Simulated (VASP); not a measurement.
# CdF2 (Fm-3m) in VASP: single point with LDA

Aim: the single point of CdF2 with LDA.

Program: VASP 6.6.1. These are calculated values, not measurements. Logs are shortened: lines on timing, memory, paths and dates and some standing lists are left out, and cuts for length are marked.

## Step 1: The cell of the first run

It takes space group Fm-3m (No. 225, cubic). The conventional cell has a = 5.298 Å, b = 5.298 Å, c = 5.298 Å, α = 90.00°, β = 90.00°, γ = 90.00°. Cd (site symmetry m-3m) has 8 F at 2.29 Å within 3.0 Å. F (site symmetry -43m) has 4 Cd at 2.29 Å and 6 F at 2.65 Å within 3.0 Å.

## Step 2: Single point, LDA

Contents of INCAR:

```
SYSTEM = CdF2
PREC = Accurate
ENCUT = 700
EDIFF = 1E-6
ISMEAR = 0
SIGMA = 0.02
LREAL = .False.
LASPH = .True.
NELM = 120
ALGO = Normal
ISIF = 2
LWAVE = .False.
LCHARG = .False.
NBANDS = 24
GGA_COMPAT = .False.
```

Contents of KPOINTS:

```
Automatic mesh
0
Gamma
  8 8 8
  0 0 0
```

Contents of POSCAR:

```
CdF2
1.0
    0.0000000000      2.6488406755      2.6488406755
    2.6488406755      0.0000000000      2.6488406755
    2.6488406755      2.6488406755      0.0000000000
Cd F
1 2
Direct
    0.0000000000      0.0000000000      0.0000000000
    0.2500000000      0.2500000000      0.2500000000
    0.7500000000      0.7500000000      0.7500000000
```

Potentials or basis: VASP PAW LDA potentials, release 64 (Cd_sv_GW, F).

Launch:

```bash
$ cat potpaw_LDA.64/Cd_sv_GW/POTCAR potpaw_LDA.64/F/POTCAR > POTCAR
$ mpirun -np 1 vasp_std > vasp.out
```

OUTCAR:

```text
SYSTEM = CdF2
   PREC = Accurate
   ENCUT = 700
   EDIFF = 1E-6
   ISMEAR = 0
   LREAL = .False.
   LASPH = .True.
   NELM = 120
   ISIF = 2

 ion  position               nearest neighbor table
   1  0.000  0.000  0.000-
   2  0.250  0.250  0.250-
   3  0.750  0.750  0.750-

  LATTYP: Found a face centered cubic cell.
 ALAT       =     5.2976813510

  Lattice vectors:

 A1 = (   0.0000000000,   2.6488406755,   2.6488406755)
 A2 = (   2.6488406755,   0.0000000000,   2.6488406755)
 A3 = (   2.6488406755,   2.6488406755,   0.0000000000)

Analysis of symmetry for initial positions (statically):
=====================================================================
 Subroutine PRICEL returns:
 Original cell was already a primitive cell.

 Routine SETGRP: Setting up the symmetry group for a
 face centered cubic supercell.

 Subroutine GETGRP returns: Found 48 space group operations
 (whereof 48 operations were pure point group operations)
 out of a pool of 48 trial point group operations.

The static configuration has the point symmetry O_h .

Analysis of symmetry for dynamics (positions and initial velocities):
=====================================================================
 Subroutine PRICEL returns:
 Original cell was already a primitive cell.

 Routine SETGRP: Setting up the symmetry group for a
 face centered cubic supercell.

 Subroutine GETGRP returns: Found 48 space group operations
 (whereof 48 operations were pure point group operations)
 out of a pool of 48 trial point group operations.

The dynamic configuration has the point symmetry O_h .

 Subroutine INISYM returns: Found 48 space group operations
 (whereof 48 operations are pure point group operations),
 and found     1 'primitive' translations

----------------------------------------------------------------------------------------

                                     Primitive cell

  volume of cell :      37.1704

  direct lattice vectors                    reciprocal lattice vectors
     0.000000000  2.648840675  2.648840675    -0.188761825  0.188761825  0.188761825
     2.648840675  0.000000000  2.648840675     0.188761825 -0.188761825  0.188761825
     2.648840675  2.648840675  0.000000000     0.188761825  0.188761825 -0.188761825

  length of vectors
     3.746026408  3.746026408  3.746026408     0.326945071  0.326945071  0.326945071

  position of ions in fractional coordinates (direct lattice)
     0.000000000  0.000000000  0.000000000
[... 72 lines left out ...]
   ISTART =      0    job   : 0-new  1-cont  2-samecut
   ICHARG =      2    charge: 1-file 2-atom 10-const
   ISPIN  =      1    spin polarized calculation?
   LNONCOLLINEAR =      F non collinear calculations
   LSORBIT =      F    spin-orbit coupling
   LASPH  =      T    aspherical Exc in radial PAW
   ENCUT  =  700.0 eV  51.45 Ry    7.17 a.u.   8.08  8.08  8.08*2*pi/ulx,y,z
   NELM   =    120;   NELMIN=  2; NELMDL= -5     # of ELM steps
   EDIFF  = 0.1E-05   stopping-criterion for ELM
   LREAL  =      F    real-space projection
   EDIFFG = 0.1E-04   stopping-criterion for IOM
   NSW    =      0    number of steps for IOM
   IBRION =     -1    ionic relax: 0-MD 1-quasi-New 2-CG
   NFREE  =      0    steps in history (QN), initial steepest desc. (CG)
   ISIF   =      2    stress and relaxation
   ISYM   =      2    0-nonsym 1-usesym 2-fastsym
   POTIM  = 0.5000    time-step for ionic-motion
   TEBEG  =    0.0;   TEEND  =   0.0 temperature during run
   PSTRESS=    0.0 pullay stress
   NELECT =      34.0000    total number of electrons
   NUPDOWN=      -1.0000    fix difference up-down
   EMIN   =  10.00;   EMAX   =-10.00  energy-range for DOS
   EFERMI =   0.00;   METHOD = LEGACY
   ISMEAR =     0;   SIGMA  =   0.02  broadening in eV -4-tet -1-fermi 0-gaus
   EFERMI_NEDOS =   21; number of points for ismear=-14 and -15
   IALGO  =     38    algorithm
   IMIX   =      4    mixing-type and parameters
     AMIX     =   0.40;   BMIX     =  1.00
     AMIX_MAG =   1.60;   BMIX_MAG =  1.00
  volume/ion in A,a.u.               =      12.39        83.61
  Fermi-wavevector in a.u.,A,eV,Ry     =   1.589164  3.003084 34.360714  2.525441
  Thomas-Fermi vector in A             =   2.688055
   LORBIT       =      0    0 simple, 1 ext, 2 COOP (PROOUT), +10 PAW based schemes
   GGA     = CA    functional components
   LHFCALC =     F    Hartree Fock is set to
   AEXX    =    0.0000 exact exchange contribution
   IVDW    =     0    specifies the selected vdW correction
   LEPSILON=     F    determine dielectric tensor
   LRPA    =     F    only Hartree local field effects (RPA)
 non-spin polarized calculation
 Gauss-broadening in eV      SIGMA  =   0.02
  energy-cutoff  :      700.00
  volume of cell :       37.17
 maximum number of plane-waves:      1588
   NGX = 17   NGY = 17   NGZ = 17

 number of electron      33.9999993 magnetization

 Free energy of the ion-electron system (eV)
  ---------------------------------------------------
  ext. energy  EPLUGINS =         0.00000000
  ---------------------------------------------------
  free energy    TOTEN  =       -12.82707116 eV

  energy without entropy =      -12.82707116  energy(sigma->0) =      -12.82707116

 E-fermi :   0.9028     XC(G=0): -11.5787

 val. band max:        0.7394451228   @ k =  -0.2500   0.5000   0.2500
 cond. band min:       3.7352374263   @ k =   0.0000   0.0000   0.0000
 fundamental gap:      2.9957923035
 Fermi energy:         0.9027591772

 k-point     1 :       0.0000    0.0000    0.0000
  band No.  band energies     occupation
      1     -96.9281      2.00000
      2     -58.3495      2.00000
      3     -58.3495      2.00000
      4     -58.3495      2.00000
      5     -20.0087      2.00000
      6     -18.6761      2.00000
[... 637 lines left out ...]
     23      19.3936      0.00000
     24      22.6317      0.00000

 [... further k-points ...]
[... 5 lines left out ...]
  --------------------------------------------------------------------------------------
  -------------------------------------------------------------------------------------
  Total       -0.0430902     -0.0430902     -0.0430902      0.0000000      0.0000000     -0.0000000
  in kB       -1.8573413     -1.8573413     -1.8573413      0.0000000      0.0000000     -0.0000000
  external PRESSURE =      -1.8573413 kB  Pullay stress =       0.0000000 kB

 VOLUME and BASIS-vectors are now :
 -----------------------------------------------------------------------------
  energy-cutoff  :      700.00
  volume of cell :       37.17
      direct lattice vectors                 reciprocal lattice vectors
     0.000000000  2.648840675  2.648840675    -0.188761825  0.188761825  0.188761825
     2.648840675  0.000000000  2.648840675     0.188761825 -0.188761825  0.188761825
     2.648840675  2.648840675  0.000000000     0.188761825  0.188761825 -0.188761825

 POSITION                                       TOTAL-FORCE (eV/Angst)
 -----------------------------------------------------------------------------------
      0.00000      0.00000      0.00000        -0.000000      0.000000      0.000000
      1.32442      1.32442      1.32442        -0.000000     -0.000000     -0.000000
      3.97326      3.97326      3.97326         0.000000      0.000000      0.000000
 -----------------------------------------------------------------------------------
    total drift:                                0.000000     -0.000000      0.000000

  FREE ENERGIE OF THE ION-ELECTRON SYSTEM (eV)
  ---------------------------------------------------
  free  energy   TOTEN  =       -12.8270711649 eV

  energy  without entropy=      -12.8270711649  energy(sigma->0) =      -12.82707116
```

OSZICAR:

```text
N       E                     dE             d eps       ncg     rms          rms(c)
DAV:   1     0.677297292176E+03    0.67730E+03   -0.23070E+04  1408   0.236E+03
DAV:   2     0.486213843428E+02   -0.62868E+03   -0.57037E+03  1392   0.714E+02
DAV:   3    -0.125815574108E+02   -0.61203E+02   -0.60461E+02  2160   0.248E+02
DAV:   4    -0.142622411055E+02   -0.16807E+01   -0.16801E+01  1616   0.426E+01
DAV:   5    -0.143182927286E+02   -0.56052E-01   -0.56050E-01  2096   0.838E+00    0.141E+01
DAV:   6    -0.128721203289E+02    0.14462E+01   -0.33026E+00  2056   0.445E+01    0.119E+01
DAV:   7    -0.128555822934E+02    0.16538E-01   -0.39193E-01  1584   0.674E+00    0.775E+00
DAV:   8    -0.128356452425E+02    0.19937E-01   -0.13674E-01  1976   0.544E+00    0.137E+00
DAV:   9    -0.128270968091E+02    0.85484E-02   -0.32132E-02  2072   0.422E+00    0.167E-01
DAV:  10    -0.128270674042E+02    0.29405E-04   -0.19442E-03  2104   0.628E-01    0.102E-01
DAV:  11    -0.128270742023E+02   -0.67982E-05   -0.79453E-05  2200   0.218E-01    0.458E-02
DAV:  12    -0.128270709367E+02    0.32657E-05   -0.10693E-05  2120   0.497E-02    0.311E-03
DAV:  13    -0.128270711649E+02   -0.22819E-06   -0.27651E-07  1096   0.118E-02
   1 F= -.12827071E+02 E0= -.12827071E+02  d E =-.145594E-32
```

stdout:

```text
POSCAR found type information on POSCAR CdF
 POSCAR found :  2 types and       3 ions
 scaLAPACK will be used
 LDA part: xc-table for (Slater(with rela. corr.)+CA(PZ))
 , standard interpolation
 POSCAR, INCAR and KPOINTS ok, starting setup
 FFT: planning ... GRIDC
 FFT: planning ... GRID_SOFT
 FFT: planning ... GRID
 WAVECAR not read
 entering main loop
```

It took 20 s on 1 thread of AMD EPYC 9R45 (Zen 5), shared host; peak memory 0.16 GiB.

What came out:

```yaml
Free_energy: -12.8271 eV
Pressure: -0.2 GPa
Band_gap_on_the_k_mesh: 3.00 eV (least direct gap 3.41 eV)
```

Levels at points of the mesh, in eV from the valence-band top:
| k point | band 14 | band 15 | band 16 | band 17 | band 18 | band 19 | band 20 | band 21 |
| --- | --- | --- | --- | --- | --- | --- | --- | --- |
| (0.00, 0.00, 0.00) | -1.16 | -0.41 | -0.41 | -0.41 | 3.00 | 12.53 | 12.53 | 12.53 |
| (0.50, 0.00, 0.00) | -2.11 | -2.11 | -0.35 | -0.35 | 7.35 | 8.94 | 14.59 | 14.59 |
| (0.50, 0.50, 0.00) | -3.17 | -0.64 | -0.10 | -0.10 | 8.18 | 9.64 | 11.56 | 14.38 |
